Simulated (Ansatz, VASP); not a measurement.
# Two plane-wave programs on LiH2

```
Li H
1.0
     1.19086    0.68755    4.61084
    -1.19086    0.68755    4.61084
     0.00000   -1.37509    4.61084
Li H
1 2
Direct
  0.00000 0.00000 0.00000
  0.74840 0.74840 0.74840
  0.58490 0.58490 0.58490
```

Alike in both runs: task single point; functional PBE; k mesh 12 × 12 × 12; occupations gaussian, width 0.1 eV; no spin polarisation.

```csv
,VASP,Ansatz
version,VASP 6.6.1,Ansatz 0.2.0
potentials or method,"VASP PAW PBE potentials, release 64 (Li_sv, H), cutoff 520 eV","scalar-relativistic, plane waves, PAW"
valence electrons in the cell,5,5
```

|  | VASP | Ansatz | Ansatz less VASP |
| --- | --- | --- | --- |
| gap on the k mesh at the Fermi level (eV) | none | none | - |
| rms of the force components (eV/Å) | 0.191 | 0.196 | +0.0047 |

Atom by atom the forces differ by 0.005 eV/Å (rms over components). A gap of «none» marks a metal or a gap that the smearing closes.

Noted on VASP's run: the cutoff is short for stress, so the pressure is rough.
